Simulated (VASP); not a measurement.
A run of VASP 6.6.1 is set up as follows.

File INCAR:

```
ALGO = Normal
EDIFF = 1E-6
ENCUT = 520
GGA = PE
ISIF = 2
ISMEAR = 0
ISPIN = 2
LASPH = T
LCHARG = F
LMAXMIX = 4
LORBIT = 11
LREAL = Auto
LWAVE = F
MAGMOM = 0 0 1.14 0 0 0 0 0 0 0 0 0 0 0 0 0
NBANDS = 58
NELM = 150
PREC = Accurate
SIGMA = 0.1
```

File KPOINTS:

```
k-points
0
Gamma
  6 6 6
```

POSCAR

```
Li2TiIrC6N6
1.0
    0.0000000000      5.2990973984      5.2990973984
    5.2990973984      0.0000000000      5.2990973984
    5.2990973984      5.2990973984      0.0000000000
Li Ti Ir C N
2 1 1 6 6
Direct
    0.2500000000      0.2500000000      0.2500000000
    0.7500000000      0.7500000000      0.7500000000
    0.5000000000      0.5000000000      0.5000000000
    0.0000000000      0.0000000000      0.0000000000
    0.8102733372      0.1897266628      0.1897266628
    0.1897266628      0.8102733372      0.1897266628
    0.1897266628      0.1897266628      0.8102733372
    0.1897266628      0.8102733372      0.8102733372
    0.8102733372      0.1897266628      0.8102733372
    0.8102733372      0.8102733372      0.1897266628
    0.6990336213      0.3009663787      0.3009663787
    0.3009663787      0.6990336213      0.3009663787
    0.3009663787      0.3009663787      0.6990336213
    0.3009663787      0.6990336213      0.6990336213
    0.6990336213      0.3009663787      0.6990336213
    0.6990336213      0.6990336213      0.3009663787
```

Potentials or basis: VASP PAW PBE potentials, release 64 (Li_sv, Ti_sv, Ir, C, N).

Run with:

```bash
$ cat potpaw_PBE.64/Li_sv/POTCAR potpaw_PBE.64/Ti_sv/POTCAR potpaw_PBE.64/Ir/POTCAR potpaw_PBE.64/C/POTCAR potpaw_PBE.64/N/POTCAR > POTCAR
$ mpirun -np 1 vasp_std > vasp.out
```

Question: Estimate the largest force.

Answer: 0.314 eV/Å.

Question: Predict the site moments.

Answer: Li +0.01; Ti +1.35; Ir +0.03; C +0.09; N -0.02 μB.

Forces on the atoms (eV/Å):
```
Li   0.000  0.000  0.000
Li   0.000  0.000  0.000
Ti   0.000  0.000  0.000
Ir   0.000  0.000  0.000
C   -0.252  0.000  0.000
C    0.000 -0.252  0.000
C    0.000  0.000 -0.252
C    0.252  0.000  0.000
C    0.000  0.252  0.000
C    0.000  0.000  0.252
N    0.314  0.000  0.000
N    0.000  0.314  0.000
N    0.000  0.000  0.314
N   -0.314  0.000  0.000
N    0.000 -0.314  0.000
N    0.000  0.000 -0.314
```
